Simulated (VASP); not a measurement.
A run of VASP 6.6.1 is set up as follows.

INCAR

```
SYSTEM = Pb
PREC = Accurate
ENCUT = 520
EDIFF = 1E-6
ISMEAR = 0
SIGMA = 0.15
LREAL = .FALSE.
LASPH = .TRUE.
NELM = 80
ALGO = Fast
ISIF = 2
LWAVE = .FALSE.
LCHARG = .TRUE.
GGA = PS
LELF = .TRUE.
LVHAR = .TRUE.
NBANDS = 13
```

KPOINTS

```
regular mesh
0
G
  16 16 16
  0 0 0
```

The input POSCAR:

```
Pb
1.0
    0.0000000000      2.4698000000      2.2722160000
    2.4698000000      0.0000000000      2.2722160000
    2.4698000000      2.4698000000      0.0000000000
Pb
1
Direct
    0.0000000000      0.0000000000      0.0000000000
```

Potentials or basis: VASP PAW PBE potentials, release 64 (Pb_d).

Launch:

```bash
$ cat potpaw_PBE.64/Pb_d/POTCAR > POTCAR
$ mpirun -np 1 vasp_std > vasp.out
```

Q: What does it give for the pressure?

A: 4.5 GPa.

Q: Estimate the band gap on the k mesh.

A: Zero (bands 7 and 8 overlap by 10.06 eV).

Stress tensor (GPa, compression positive):
```
4.05 0.00 0.00
0.00 4.05 0.00
0.00 0.00 5.34
```

Caveat: the cell differs from its parent crystal (strain +0.000 along x and y, -0.080 along z); the cell stands under pressure; the PAW data sets were made with another functional, which shifts forces and pressure a little; spin-orbit coupling is left out, which moves the levels of the heavy elements.
